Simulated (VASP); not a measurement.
# AlN: single point with r2SCAN

Crystal: AlN.

```
Al N
1.0
     0.00000    2.18488    2.18488
     2.17461    0.00000    2.18488
     2.17461    2.18488    0.00000
Al N
1 1
Cartesian
  0.0000 0.0000 0.0000
  1.0873 1.0924 1.0924
```

This cell differs from its parent crystal: uniaxial x strain -0.5%.

```
Program             : VASP 6.6.1
Task                : single point
Functional          : r2SCAN
Potentials or basis : VASP PAW PBE potentials, release 64 (Al, N)
Cutoff              : 520 eV
k mesh              : 10 × 10 × 10
Occupations         : gaussian, width 0.01 eV
Spin                : no spin polarisation
```

The pressure is 0.6 GPa and the band gap on the k mesh is 3.91 eV, indirect (least direct gap 4.91 eV).

Stress tensor (GPa, compression positive):
```
1.07 0.00 0.00
0.00 0.39 0.00
0.00 0.00 0.39
```

Levels at points of the mesh, in eV from the valence-band top:
```csv
k point,band 1,band 2,band 3,band 4,band 5,band 6,band 7,band 8
"(0.00, 0.00, 0.00)",-15.78,-0.02,-0.02,0.00,4.91,13.54,13.55,13.55
"(0.50, 0.00, 0.00)",-13.75,-5.92,-0.52,-0.48,8.23,10.84,11.91,12.00
"(0.50, 0.50, 0.00)",-13.13,-4.99,-1.81,-1.81,3.93,9.51,15.21,16.93
"(0.00, 0.50, 0.50)",-13.11,-4.94,-1.85,-1.85,3.91,9.44,15.30,16.96
```

It took 37 s on 1 thread of Intel(R) Xeon(R) Platinum 8488C (Sapphire Rapids), on a shared host, peak memory 0.15 GiB.

Caveat: the cell differs from its parent crystal (uniaxial x strain -0.5%); the PAW data sets were made with another functional, which shifts forces and pressure a little. A k mesh can miss the band edges.
